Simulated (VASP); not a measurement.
The system is Te.

```
Te
1.0
     4.45400    0.00000    0.00000
    -2.22700    3.85728    0.00000
     0.00000    0.00000    5.92400
Te
3
Direct
  0.73100 0.73100 0.00000
  0.00000 0.26900 0.66667
  0.26900 0.00000 0.33333
```

| Item | Value |
| --- | --- |
| Program | VASP 6.6.1 |
| Task | relaxation of cell and atoms |
| Functional | revPBE |
| Dispersion | D4 |
| Potentials or basis | VASP PAW PBE potentials, release 64 (Te) |
| Cutoff | 600 eV |
| k mesh | 7 × 7 × 5 |
| Occupations | fermi-dirac, width 0.05 eV |
| Spin | no spin polarisation |

At the start: pressure -1.4 GPa; volume 33.93 Å³/atom.

How do energy, volume and symmetry change on relaxing?

Over 9 steps the energy falls by 23.1 meV/atom and the volume is 31.36 Å³/atom (-7.6 %); space group P3_121 (No. 152, to 0.1 Å) before and after.

Step by step:
| step | energy change (eV) | largest force (eV/Å) | pressure (GPa) | volume (Å³) |
| --- | --- | --- | --- | --- |
| 1 | 0.0000 | 0.1695 | -1.42 | 101.78 |
| 2 | -0.0223 | 0.3487 | 0.49 | 97.41 |
| 3 | -0.0224 | 0.3438 | 0.43 | 97.52 |
| 4 | -0.0455 | 0.2489 | 0.40 | 96.15 |
| 5 | -0.0664 | 0.0739 | 0.66 | 92.97 |
| 6 | -0.0640 | 0.0426 | -0.94 | 95.55 |
| 7 | -0.0687 | 0.0241 | -0.02 | 94.02 |
| 8 | -0.0691 | 0.0181 | -0.01 | 94.04 |
| 9 | -0.0693 | 0.0090 | 0.00 | 94.07 |

Final structure:
```yaml
crystal:
  lattice:
    - [4.26413, 0.00000, 0.00000]
    - [-2.13207, 3.69285, 0.00000]
    - [0.00000, 0.00000, 5.97389]
  atoms:
    - { symbol: Te, position: [0.71151, 0.71151, 0.00000] }
    - { symbol: Te, position: [0.00000, 0.28849, 0.66667] }
    - { symbol: Te, position: [0.28849, 0.00000, 0.33333] }
```

Caveat: the PAW data sets were made with another functional, which shifts forces and pressure a little.
